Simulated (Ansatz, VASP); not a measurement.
## One calculation of Ru, two programs

Contents of INCAR:

```
SYSTEM = Ru
ALGO     = Fast           ! electronic algorithm
EDIFF    = 1E-6           ! SCF threshold, eV
ENCUT    = 520            ! plane-wave cutoff, eV
GGA      = PS             ! functional
ISIF     = 2              ! what is computed and relaxed
ISMEAR   = 0              ! smearing method
LASPH    = .TRUE.         ! aspherical terms in the spheres
LCHARG   = .FALSE.        ! write CHGCAR
LREAL    = .FALSE.        ! projectors in reciprocal space
LWAVE    = .FALSE.        ! write WAVECAR
NBANDS   = 21             ! bands
NELM     = 60             ! most SCF steps
PREC     = Accurate       ! precision mode
SIGMA    = 0.15           ! smearing width, eV
```

KPOINTS

```
k-points
0
G
  24 24 12
  0 0 0
```

POSCAR

```
Ru
1.0
    2.7869733142      0.0000000000      0.0000000000
   -1.3934866571      2.4135896898      0.0000000000
    0.0000000000      0.0000000000      4.4103570000
Ru
2
Direct
    0.3333333333      0.6666666667      0.2500000000
    0.6666666667      0.3333333333      0.7500000000
```

Input for Ansatz:

```yaml
crystal:
  lattice:
    - [2.7869733142, 0.0, 0.0]
    - [-1.3934866571, 2.4135896898, 0.0]
    - [0.0, 0.0, 4.410357]
  atoms:
    - { symbol: Ru, position: [0.3333333333, 0.6666666667, 0.25] }
    - { symbol: Ru, position: [0.6666666667, 0.3333333333, 0.75] }
basis:
  ecutwfc: 420
kpoints:
  mp_grid: { grid: [24, 24, 12] }
hamiltonian:
  xc: pbesol
scf:
  occupations: { method: gaussian, width: 0.15 }
output:
  forces: true
  stress: true
  eigenvalues: true
```

Change from the starting cell: strain +0.030 along x and y, +0.030 along z, atoms carried along.

Alike in both runs: task single point; functional PBEsol; k mesh 24 × 24 × 12; occupations gaussian, width 0.15 eV; no spin polarisation.

|  | VASP | Ansatz |
| --- | --- | --- |
| version | VASP 6.6.1 | Ansatz 0.2.0 |
| potentials or method | VASP PAW PBE potentials, release 64 (Ru_pv), cutoff 520 eV | scalar-relativistic, plane waves, PAW |
| valence electrons in the cell | 28 | 32 |

Ansatz gave:

* gap on the k mesh at the Fermi level (eV): none
* pressure (GPa): -28.8
* traceless stress, the component that is largest in VASP (GPa): -1.87

Problem. What did VASP give for the same quantities?

Solution. gap on the k mesh at the Fermi level (eV): none; pressure (GPa): -28.9; traceless stress, the component that is largest in VASP (GPa): -1.88.

VASP's potentials were made for PBE, not for PBEsol. A gap of «none» marks a metal or a gap that the smearing closes. Both programs put the cell under strong tension, so it lies far from rest at this level. With one functional, cell and mesh, what is left measures potentials, basis and numerics. VASP's potentials hold 28 valence electrons a cell and Ansatz's 32, so a difference there can come from the potentials and not from the codes.
